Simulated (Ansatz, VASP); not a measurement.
Two plane-wave programs on Cu3O2

```xyz
5
Lattice="2.9630 1.7107 2.1958 -2.9630 1.7107 2.1958 0.0000 -3.4214 2.1958" Properties=species:S:1:pos:R:3 pbc="T T T"
Cu    1.4815    0.8553    1.0979
Cu   -1.4815    0.8553    1.0979
Cu    0.0000   -1.7107    1.0979
O     0.0000    0.0000    1.7323
O     0.0000    0.0000    4.8551
```

Alike in both runs: task single point; functional PBE; k mesh 6 × 6 × 6; occupations gaussian, width 0.1 eV; no spin polarisation.

|  | VASP | Ansatz |
| --- | --- | --- |
| version | VASP 6.6.1 | Ansatz 0.2.0 |
| potentials or method | VASP PAW PBE potentials, release 64 (Cu_sv_GW, O), cutoff 700 eV | scalar-relativistic, plane waves, PAW |
| valence electrons in the cell | 69 | 69 |

VASP gave:

| Item | Value |
| --- | --- |
| gap on the k mesh at the Fermi level (eV) | none |
| pressure (GPa) | -2.6 |
| traceless stress, the component that is largest in VASP (GPa) | -0.11 |
| rms of the force components (eV/Å) | 0.004 |

Q: What did Ansatz give for the same quantities?

A: gap on the k mesh at the Fermi level (eV): none; pressure (GPa): 0.0; traceless stress, the component that is largest in VASP (GPa): 0.05; rms of the force components (eV/Å): 0.001.

Atom by atom the forces differ by 0.004 eV/Å (rms over components). A gap of «none» marks a metal or a gap that the smearing closes. The functional is the same, so the differences come from potentials, cutoffs and numerics.
